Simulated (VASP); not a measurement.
# WS (Pm-3m) in VASP: a series of runs

WS is run at these levels: LDA, PBE, revPBE, r2SCAN; tasks: single point.

Everything below comes from runs of VASP 6.6.1. Logs are shortened: lines on timing, memory, paths and dates and some standing lists are left out, and cuts for length are marked.

**1. The cell of the first run**

It takes space group Pm-3m (No. 221, cubic). The conventional cell has a = 3.008 Å, b = 3.008 Å, c = 3.008 Å, α = 90.00°, β = 90.00°, γ = 90.00°. Within 3.4 Å of W (site symmetry m-3m) lie 8 S at 2.60 Å and 6 W at 3.01 Å. Within 3.4 Å of S (site symmetry m-3m) lie 8 W at 2.60 Å and 6 S at 3.01 Å.

**2. Single point, LDA**

Input file INCAR:

```
PREC = Accurate
ENCUT = 520
EDIFF = 1E-6
ISMEAR = -1
SIGMA = 0.05
LREAL = F
LASPH = T
NELM = 100
ALGO = Normal
ISIF = 2
LWAVE = F
LCHARG = T
LELF = T
LVHAR = T
NBANDS = 17
```

Input file KPOINTS:

```
regular mesh
0
Gamma
  5 5 5
```

Input file POSCAR:

```
WS
1.0
    3.0078900000      0.0000000000      0.0000000000
    0.0000000000      3.0078900000      0.0000000000
    0.0000000000      0.0000000000      3.0078900000
W S
1 1
Direct
    0.5000000000      0.5000000000      0.5000000000
    0.0000000000      0.0000000000      0.0000000000
```

Potentials or basis: VASP PAW LDA potentials, release 64 (W_sv, S).

Command:

```console
> cat potpaw_LDA.64/W_sv/POTCAR potpaw_LDA.64/S/POTCAR > POTCAR
> mpirun -np 1 vasp_std > vasp.out
```

OUTCAR:

```text
PREC = Accurate
   ENCUT = 520
   EDIFF = 1E-6
   ISMEAR = -1
   LREAL = F
   LASPH = T
   NELM = 100
   ISIF = 2

 ion  position               nearest neighbor table
   1  0.500  0.500  0.500-   2 2.60   2 2.60   2 2.60   2 2.60   2 2.60   2 2.60   2 2.60   2 2.60

   2  0.000  0.000  0.000-   1 2.60   1 2.60   1 2.60   1 2.60   1 2.60   1 2.60   1 2.60   1 2.60

  LATTYP: Found a simple cubic cell.
 ALAT       =     3.0078900000

  Lattice vectors:

 A1 = (   3.0078900000,   0.0000000000,   0.0000000000)
 A2 = (   0.0000000000,   3.0078900000,   0.0000000000)
 A3 = (   0.0000000000,   0.0000000000,   3.0078900000)

Analysis of symmetry for initial positions (statically):
=====================================================================
 Subroutine PRICEL returns:
 Original cell was already a primitive cell.

 Routine SETGRP: Setting up the symmetry group for a
 simple cubic supercell.

 Subroutine GETGRP returns: Found 48 space group operations
 (whereof 48 operations were pure point group operations)
 out of a pool of 48 trial point group operations.

The static configuration has the point symmetry O_h .

Analysis of symmetry for dynamics (positions and initial velocities):
=====================================================================
 Subroutine PRICEL returns:
 Original cell was already a primitive cell.

 Routine SETGRP: Setting up the symmetry group for a
 simple cubic supercell.

 Subroutine GETGRP returns: Found 48 space group operations
 (whereof 48 operations were pure point group operations)
 out of a pool of 48 trial point group operations.

The dynamic configuration has the point symmetry O_h .

 Subroutine INISYM returns: Found 48 space group operations
 (whereof 48 operations are pure point group operations),
 and found     1 'primitive' translations

----------------------------------------------------------------------------------------

                                     Primitive cell

  volume of cell :      27.2136

  direct lattice vectors                    reciprocal lattice vectors
     3.007890000  0.000000000  0.000000000     0.332458966  0.000000000  0.000000000
     0.000000000  3.007890000  0.000000000     0.000000000  0.332458966  0.000000000
     0.000000000  0.000000000  3.007890000     0.000000000  0.000000000  0.332458966

  length of vectors
     3.007890000  3.007890000  3.007890000     0.332458966  0.332458966  0.332458966

  position of ions in fractional coordinates (direct lattice)
     0.500000000  0.500000000  0.500000000
     0.000000000  0.000000000  0.000000000

  ion indices of the primitive-cell ions
   primitive index   ion index
                 1           1
                 2           2

----------------------------------------------------------------------------------------

 KPOINTS: regular mesh

Automatic generation of k-mesh.
 Grid dimensions read from file:
 generate k-points for:    5    5    5

 Generating k-lattice:

  Cartesian coordinates                     Fractional coordinates (reciprocal lattice)
     0.066491793  0.000000000  0.000000000     0.200000000  0.000000000  0.000000000
     0.000000000  0.066491793  0.000000000     0.000000000  0.200000000  0.000000000
     0.000000000  0.000000000  0.066491793     0.000000000  0.000000000  0.200000000

  Length of vectors
     0.066491793  0.066491793  0.066491793

  Shift w.r.t. Gamma in fractional coordinates (k-lattice)
     0.000000000  0.000000000  0.000000000

 Subroutine IBZKPT returns following result:
 ===========================================

 Found     10 irreducible k-points:

 Following reciprocal coordinates:
            Coordinates               Weight
  0.000000  0.000000  0.000000      1.000000
  0.200000  0.000000  0.000000      6.000000
  0.400000  0.000000  0.000000      6.000000
  0.200000  0.200000  0.000000     12.000000
  0.400000  0.200000  0.000000     24.000000
  0.400000  0.400000  0.000000     12.000000
  0.200000  0.200000  0.200000      8.000000
  0.400000  0.200000  0.200000     24.000000
  0.400000  0.400000  0.200000     24.000000
  0.400000  0.400000  0.400000      8.000000
   k-points           NKPTS =     10   k-points in BZ     NKDIM =     10   number of bands    NBANDS=     17
   number of dos      NEDOS =    301   number of ions     NIONS =      2
   total plane-waves  NPLWV =  13824
   dimension x,y,z NGX =    24 NGY =   24 NGZ =   24
   dimension x,y,z NGXF=    48 NGYF=   48 NGZF=   48
   ions per type =               1   1
   NGX,Y,Z   is equivalent  to a cutoff of  13.26, 13.26, 13.26 a.u.
   NGXF,Y,Z  is equivalent  to a cutoff of  26.53, 26.53, 26.53 a.u.
 SYSTEM =  unknown system
   PREC   = accura    normal or accurate (medium, high low for compatibility)
   ISTART =      0    job   : 0-new  1-cont  2-samecut
   ICHARG =      2    charge: 1-file 2-atom 10-const
   ISPIN  =      1    spin polarized calculation?
   LNONCOLLINEAR =      F non collinear calculations
   LSORBIT =      F    spin-orbit coupling
   LASPH  =      T    aspherical Exc in radial PAW
   ENCUT  =  520.0 eV  38.22 Ry    6.18 a.u.   5.59  5.59  5.59*2*pi/ulx,y,z
   NELM   =    100;   NELMIN=  2; NELMDL= -5     # of ELM steps
   EDIFF  = 0.1E-05   stopping-criterion for ELM
   LREAL  =      F    real-space projection
   EDIFFG = 0.1E-04   stopping-criterion for IOM
   NSW    =      0    number of steps for IOM
   IBRION =     -1    ionic relax: 0-MD 1-quasi-New 2-CG
   NFREE  =      0    steps in history (QN), initial steepest desc. (CG)
   ISIF   =      2    stress and relaxation
   ISYM   =      2    0-nonsym 1-usesym 2-fastsym
   POTIM  = 0.5000    time-step for ionic-motion
   TEBEG  =    0.0;   TEEND  =   0.0 temperature during run
   PSTRESS=    0.0 pullay stress
   NELECT =      20.0000    total number of electrons
   NUPDOWN=      -1.0000    fix difference up-down
   EMIN   =  10.00;   EMAX   =-10.00  energy-range for DOS
   EFERMI =   0.00;   METHOD = LEGACY
   ISMEAR =    -1;   SIGMA  =   0.05  broadening in eV -4-tet -1-fermi 0-gaus
   EFERMI_NEDOS =   21; number of points for ismear=-14 and -15
   IALGO  =     38    algorithm
   IMIX   =      4    mixing-type and parameters
     AMIX     =   0.40;   BMIX     =  1.00
     AMIX_MAG =   1.60;   BMIX_MAG =  1.00
  volume/ion in A,a.u.               =      13.61        91.82
  Fermi-wavevector in a.u.,A,eV,Ry     =   1.477371  2.791826 29.696414  2.182625
  Thomas-Fermi vector in A             =   2.591783
   LORBIT       =      0    0 simple, 1 ext, 2 COOP (PROOUT), +10 PAW based schemes
   GGA     = CA    functional components
   LHFCALC =     F    Hartree Fock is set to
   AEXX    =    0.0000 exact exchange contribution
   IVDW    =     0    specifies the selected vdW correction
   LEPSILON=     F    determine dielectric tensor
   LRPA    =     F    only Hartree local field effects (RPA)
 non-spin polarized calculation
  energy-cutoff  :      520.00
  volume of cell :       27.21
 maximum number of plane-waves:       743
 NGX is ok and might be reduce to    24
   NGX = 11   NGY = 11   NGZ = 11

 number of electron      19.9999996 magnetization

 Free energy of the ion-electron system (eV)
  ---------------------------------------------------
  ext. energy  EPLUGINS =         0.00000000
  ---------------------------------------------------
  free energy    TOTEN  =       -18.70956417 eV

  energy without entropy =      -18.68927699  energy(sigma->0) =      -18.69942058

 E-fermi :  12.7011     XC(G=0): -13.4163

 val. band max:       12.6970313332   @ k =   0.2000   0.2000   0.0000
 cond. band min:      12.7405910809   @ k =   0.4000   0.2000   0.0000
 fundamental gap:      0.0435597477
 Fermi energy:        12.7010809175

 k-point     1 :       0.0000    0.0000    0.0000
  band No.  band energies     occupation
      1     -61.4971      2.00000
      2     -25.8355      2.00000
      3     -25.8355      2.00000
      4     -25.8355      2.00000
      5      -4.9831      2.00000
      6       7.9317      2.00000
[... 9 lines left out ...]
     16      22.1620      0.00000
     17      29.5726      0.00000

 k-point     2 :       0.2000    0.0000    0.0000
  band No.  band energies     occupation
      1     -61.4905      2.00000
      2     -25.9850      2.00000
      3     -25.8219      2.00000
      4     -25.8219      2.00000
      5      -4.3625      2.00000
      6       5.7809      2.00000
[... 9 lines left out ...]
     16      23.5456      0.00000
     17      25.1891      0.00000

 k-point     3 :       0.4000    0.0000    0.0000
  band No.  band energies     occupation
      1     -61.4798      2.00000
      2     -26.2192      2.00000
      3     -25.7997      2.00000
      4     -25.7997      2.00000
      5      -2.9689      2.00000
      6       2.7542      2.00000
[... 9 lines left out ...]
     16      21.4206      0.00000
     17      21.4206      0.00000

 k-point     4 :       0.2000    0.2000    0.0000
  band No.  band energies     occupation
      1     -61.4839      2.00000
      2     -25.9753      2.00000
      3     -25.9604      2.00000
      4     -25.8085      2.00000
      5      -3.8492      2.00000
      6       5.6564      2.00000
[... 9 lines left out ...]
     16      22.8393      0.00000
     17      23.0237      0.00000

 k-point     5 :       0.4000    0.2000    0.0000
  band No.  band energies     occupation
      1     -61.4733      2.00000
      2     -26.1971      2.00000
      3     -25.9400      2.00000
      4     -25.7869      2.00000
      5      -2.7825      2.00000
      6       3.4199      2.00000
[... 9 lines left out ...]
     16      21.6372      0.00000
     17      23.1442      0.00000

 k-point     6 :       0.4000    0.4000    0.0000
  band No.  band energies     occupation
      1     -61.4628      2.00000
      2     -26.1636      2.00000
      3     -26.1581      2.00000
      4     -25.7661      2.00000
      5      -2.4807      2.00000
      6       4.7471      2.00000
[... 9 lines left out ...]
     16      24.4272      0.00000
     17      24.9855      0.00000

 k-point     7 :       0.2000    0.2000    0.2000
  band No.  band energies     occupation
      1     -61.4774      2.00000
      2     -25.9648      2.00000
      3     -25.9449      2.00000
      4     -25.9449      2.00000
      5      -3.4110      2.00000
      6       6.3755      2.00000
[... 9 lines left out ...]
     16      22.3287      0.00000
     17      24.4878      0.00000

 k-point     8 :       0.4000    0.2000    0.2000
  band No.  band energies     occupation
      1     -61.4669      2.00000
      2     -26.1762      2.00000
      3     -25.9300      2.00000
      4     -25.9196      2.00000
      5      -2.5278      2.00000
      6       3.9797      2.00000
[... 9 lines left out ...]
     16      21.8621      0.00000
     17      21.9930      0.00000

 k-point     9 :       0.4000    0.4000    0.2000
  band No.  band energies     occupation
      1     -61.4564      2.00000
      2     -26.1445      2.00000
      3     -26.1396      2.00000
      4     -25.9001      2.00000
      5      -2.0612      2.00000
      6       4.6310      2.00000
[... 9 lines left out ...]
     16      22.4444      0.00000
     17      24.4440      0.00000

 k-point    10 :       0.4000    0.4000    0.4000
  band No.  band energies     occupation
      1     -61.4461      2.00000
      2     -26.1152      2.00000
      3     -26.1094      2.00000
      4     -26.1094      2.00000
      5      -1.1445      2.00000
      6       4.0872      2.00000
[... 9 lines left out ...]
     16      19.3610      0.00000
     17      24.9102      0.00000

------------------------ aborting loop because EDIFF is reached ----------------------------------------

  FORCE on cell =-STRESS in cart. coord.  units (eV):
  Direction    XX          YY          ZZ          XY          YZ          ZX
  --------------------------------------------------------------------------------------
  -------------------------------------------------------------------------------------
  Total       -1.7881497     -1.7881497     -1.7881497      0.0000000     -0.0000000     -0.0000000
  in kB     -105.2758159   -105.2758159   -105.2758159      0.0000000     -0.0000000     -0.0000000
  external PRESSURE =    -105.2758159 kB  Pullay stress =       0.0000000 kB

 VOLUME and BASIS-vectors are now :
 -----------------------------------------------------------------------------
  energy-cutoff  :      520.00
  volume of cell :       27.21
      direct lattice vectors                 reciprocal lattice vectors
     3.007890000  0.000000000  0.000000000     0.332458966  0.000000000  0.000000000
     0.000000000  3.007890000  0.000000000     0.000000000  0.332458966  0.000000000
     0.000000000  0.000000000  3.007890000     0.000000000  0.000000000  0.332458966

 POSITION                                       TOTAL-FORCE (eV/Angst)
 -----------------------------------------------------------------------------------
      1.50395      1.50395      1.50395         0.000000      0.000000      0.000000
      0.00000      0.00000      0.00000         0.000000      0.000000      0.000000
 -----------------------------------------------------------------------------------
    total drift:                                0.000000     -0.000000     -0.000000

  FREE ENERGIE OF THE ION-ELECTRON SYSTEM (eV)
  ---------------------------------------------------
  free  energy   TOTEN  =       -18.7095641685 eV

  energy  without entropy=      -18.6892769904  energy(sigma->0) =      -18.69942058
```

It took 4.3 s on 1 thread of Intel Xeon 8259CL, shared host; peak memory 0.13 GiB.

Results:

- Free energy: -18.7096 eV
- Pressure: -10.5 GPa
- Band gap on the k mesh: zero (band 10 reaches 14.17 eV, above the bottom of band 11 at 12.20 eV)

Caveat: the k points lie up to 0.42 Å⁻¹ apart; spin-orbit coupling is left out, which moves the levels of the heavy elements.

**3. Single point, PBE**

Input file INCAR:

```
SYSTEM = WS
PREC = Accurate
ENCUT = 520
EDIFF = 1E-6
ISMEAR = -1
SIGMA = 0.05
LREAL = .FALSE.
LASPH = .TRUE.
NELM = 100
ALGO = Normal
ISIF = 2
LWAVE = .FALSE.
LCHARG = .FALSE.
GGA = PE
NBANDS = 17
```

Input file KPOINTS:

```
regular mesh
0
G
  5 5 5
  0 0 0
```

POSCAR is that of step 2.

Potentials or basis: VASP PAW PBE potentials, release 64 (W_sv, S).

Command:

```console
> cat potpaw_PBE.64/W_sv/POTCAR potpaw_PBE.64/S/POTCAR > POTCAR
> mpirun -np 1 vasp_std > vasp.out
```

It took 5.6 s on 1 thread of Intel Xeon 8259CL, shared host; peak memory 0.14 GiB.

The run converged. Its results:

```
Free energy            : -16.5261 eV
Pressure               : 0.6 GPa
Band gap on the k mesh : zero (band 10 reaches 14.31 eV, above the bottom of band 11 at 12.34 eV)
```

Levels at points of the mesh, in eV from the Fermi level:
```
           k point  band 7  band 8  band 9  band 10  band 11  band 12  band 13  band 14
(0.00, 0.00, 0.00)   -4.81   -3.11   -3.11    -3.11     0.93     0.93     0.93     2.12
```

Caveat: the k points lie up to 0.42 Å⁻¹ apart; spin-orbit coupling is left out, which moves the levels of the heavy elements.

**4. Single point, revPBE**

Input file INCAR:

```
  PREC = Accurate
  ENCUT = 520
  EDIFF = 1E-6
  ISMEAR = -1
  SIGMA = 0.05
  LREAL = False
  LASPH = True
  NELM = 100
  ALGO = Normal
  ISIF = 2
  LWAVE = False
  LCHARG = False
  GGA = RE
  NBANDS = 17
```

Input file KPOINTS:

```
Automatic mesh
0
Gamma
  5 5 5
```

POSCAR is that of step 3.

Command:

```console
> cat potpaw_PBE.64/W_sv/POTCAR potpaw_PBE.64/S/POTCAR > POTCAR
> mpirun -np 1 vasp_std > vasp.out
```

Run time: 5.3 s. Hardware: 1 thread of Intel Xeon 8259CL, shared host; peak memory 0.14 GiB.

The run converged. Its results:

```yaml
Free_energy: -15.6826 eV
Pressure: 2.7 GPa
Band_gap_on_the_k_mesh: zero (band 10 reaches 14.37 eV, above the bottom of band 11 at 12.39 eV)
```

Levels at points of the mesh, in eV from the Fermi level:
```
           k point  band 8  band 9  band 10  band 11  band 12  band 13
(0.00, 0.00, 0.00)   -3.12   -3.12    -3.12     0.94     0.94     0.94
```

Caveat: the k points lie up to 0.42 Å⁻¹ apart; the PAW data sets were made with another functional, which shifts forces and pressure a little; spin-orbit coupling is left out, which moves the levels of the heavy elements.

[end of part 1 of 2]
